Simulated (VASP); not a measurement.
CuSi16 (a cell with a defect): relaxation of the atoms with PBE

System: CuSi16 (a cell with a defect).

```
Si Cu
1.0
     0.00000    5.43000    5.43000
     5.43000    0.00000    5.43000
     5.43000    5.43000    0.00000
Si Cu
16 1
Direct
  0.00000 0.00000 0.00000
  0.12500 0.12500 0.12500
  0.00000 0.00000 0.50000
  0.12500 0.12500 0.62500
  0.00000 0.50000 0.00000
  0.12500 0.62500 0.12500
  0.00000 0.50000 0.50000
  0.12500 0.62500 0.62500
  0.50000 0.00000 0.00000
  0.62500 0.12500 0.12500
  0.50000 0.00000 0.50000
  0.62500 0.12500 0.62500
  0.50000 0.50000 0.00000
  0.62500 0.62500 0.12500
  0.50000 0.50000 0.50000
  0.62500 0.62500 0.62500
  0.87285 0.87040 0.88938
```

```json
{
  "Program": "VASP 6.6.1",
  "Task": "relaxation of the atoms",
  "Functional": "PBE",
  "Potentials or basis": "VASP PAW PBE potentials, release 64 (Si, Cu)",
  "Cutoff": "520 eV",
  "k mesh": "2 × 2 × 2",
  "Occupations": "gaussian, width 0.05 eV",
  "Spin": "no spin polarisation",
  "Dipole correction": "no",
  "Charge": "1",
  "Further INCAR settings": "LREAL = Auto; ALGO = Normal; EDIFF = 1e-07; IBRION = 2; EDIFFG = -0.03; NSW = 80; NELECT = 74.0"
}
```

* Energy gained by relaxing: 8.5 meV/atom
* Ionic steps: 38
* Largest force after relaxing: 0.027 eV/Å

Forces in eV/Å, atoms in the order of the input:
```
Si  -0.003 -0.016 -0.011
Si   0.023  0.015 -0.005
Si   0.005  0.005  0.015
Si  -0.002  0.010 -0.003
Si  -0.002 -0.001 -0.001
Si  -0.003 -0.001  0.016
Si  -0.004  0.006 -0.003
Si  -0.008  0.001 -0.002
Si   0.024 -0.003 -0.002
Si  -0.004 -0.008  0.000
Si  -0.003  0.008 -0.009
Si  -0.001 -0.009 -0.014
Si  -0.005 -0.001  0.013
Si  -0.001 -0.016  0.006
Si  -0.001  0.005  0.020
Si  -0.006  0.002 -0.006
Cu  -0.009  0.003 -0.015
```

The path:
```
step  energy change (eV)  largest force (eV/Å)  pressure (GPa)
   1              0.0000                1.0704           -0.34
   2             -0.1093                0.2165           -0.75
   3             -0.1094                0.2124           -0.74
   4             -0.1133                0.1079           -0.73
   5             -0.1139                0.1437           -0.72
   6             -0.1154                0.0439           -0.73
   7             -0.1158                0.0782           -0.73
   8             -0.1168                0.0372           -0.73
   9             -0.1171                0.0416           -0.74
  10             -0.1173                0.0416           -0.75
  11             -0.1173                0.0417           -0.74
  12             -0.1175                0.0407           -0.74
  13             -0.1179                0.0388           -0.75
  14             -0.1187                0.0368           -0.74
  15             -0.1202                0.0771           -0.74
  16             -0.1215                0.1446           -0.74
  17             -0.1216                0.1444           -0.74
  18             -0.1218                0.1441           -0.74
  19             -0.1221                0.1429           -0.75
  20             -0.1227                0.1437           -0.75
  21             -0.1236                0.1634           -0.75
  22             -0.1233                0.2130           -0.76
  23             -0.1239                0.1828           -0.75
  24             -0.1252                0.1662           -0.76
  25             -0.1286                0.1492           -0.77
  26             -0.1323                0.1472           -0.80
  27             -0.1326                0.1480           -0.80
  28             -0.1345                0.1377           -0.81
  29             -0.1378                0.1133           -0.83
  30             -0.1380                0.1081           -0.84
  31             -0.1400                0.0870           -0.85
  32             -0.1416                0.0751           -0.85
  33             -0.1428                0.0593           -0.85
  34             -0.1430                0.0538           -0.86
  35             -0.1437                0.0371           -0.86
  36             -0.1443                0.0613           -0.83
  37             -0.1449                0.0418           -0.84
  38             -0.1452                0.0275           -0.83
```

Final structure:
```cif
data_structure
_symmetry_space_group_name_H-M 'P 1'
_symmetry_Int_Tables_number 1
_cell_length_a 7.6792
_cell_length_b 7.6792
_cell_length_c 7.6792
_cell_angle_alpha 60.000
_cell_angle_beta 60.000
_cell_angle_gamma 60.000
_cell_volume 320.21
loop_
_atom_site_label
_atom_site_type_symbol
_atom_site_fract_x
_atom_site_fract_y
_atom_site_fract_z
_atom_site_occupancy
Si1 Si 0.01199 0.01060 0.00619 1
Si2 Si 0.12623 0.12276 0.15069 1
Si3 Si 0.99008 0.99054 0.52140 1
Si4 Si 0.12527 0.12686 0.63046 1
Si5 Si 0.00365 0.49068 0.99703 1
Si6 Si 0.13196 0.62809 0.12042 1
Si7 Si 0.99879 0.49953 0.49251 1
Si8 Si 0.12715 0.61578 0.62233 1
Si9 Si 0.49394 0.00202 0.99494 1
Si10 Si 0.62984 0.13190 0.11870 1
Si11 Si 0.49799 0.00196 0.49087 1
Si12 Si 0.61577 0.12907 0.62050 1
Si13 Si 0.50369 0.50373 0.98018 1
Si14 Si 0.62391 0.62196 0.11647 1
Si15 Si 0.49983 0.50173 0.48937 1
Si16 Si 0.62655 0.62959 0.60871 1
Cu1 Cu 0.86622 0.86360 0.92862 1
```

Levels at points of the mesh, in eV from the Fermi level:
```
           k point  band 33  band 34  band 35  band 36  band 37  band 38  band 39  band 40  band 41  band 42
(0.00, 0.00, 0.00)    -0.97    -0.91    -0.63    -0.20    -0.11     0.11     0.51     0.61     0.63     0.68
(0.50, 0.00, 0.00)    -1.98    -0.91    -0.84    -0.82    -0.70     0.56     1.12     1.30     1.32     1.46
(0.00, 0.50, 0.00)    -1.98    -0.92    -0.84    -0.82    -0.71     0.56     1.14     1.30     1.33     1.45
(0.00, 0.00, 0.50)    -2.05    -0.89    -0.86    -0.69    -0.54     0.54     1.04     1.32     1.36     1.55
(0.50, 0.50, 0.50)    -2.01    -0.93    -0.88    -0.78    -0.77     0.47     1.21     1.32     1.35     1.42
(0.50, 0.50, 0.00)    -1.86    -1.49    -1.48    -1.40    -1.04     0.68     1.04     2.01     2.06     2.17
(0.00, 0.50, 0.50)    -1.81    -1.53    -1.43    -1.41    -1.00     0.66     1.05     2.01     2.08     2.15
(0.50, 0.00, 0.50)    -1.81    -1.53    -1.43    -1.41    -0.99     0.66     1.05     2.00     2.08     2.14
```

Run time: 64 min on 1 thread of Intel(R) Xeon(R) Platinum 8488C (Sapphire Rapids) (shared host), peak memory 0.56 GiB.

Caveat: the k points lie up to 0.50 Å⁻¹ apart; the cell carries a net charge on a neutralising background, which shifts energy and pressure; the cell is charged against a uniform background, so pressure and absolute levels hang on convention.
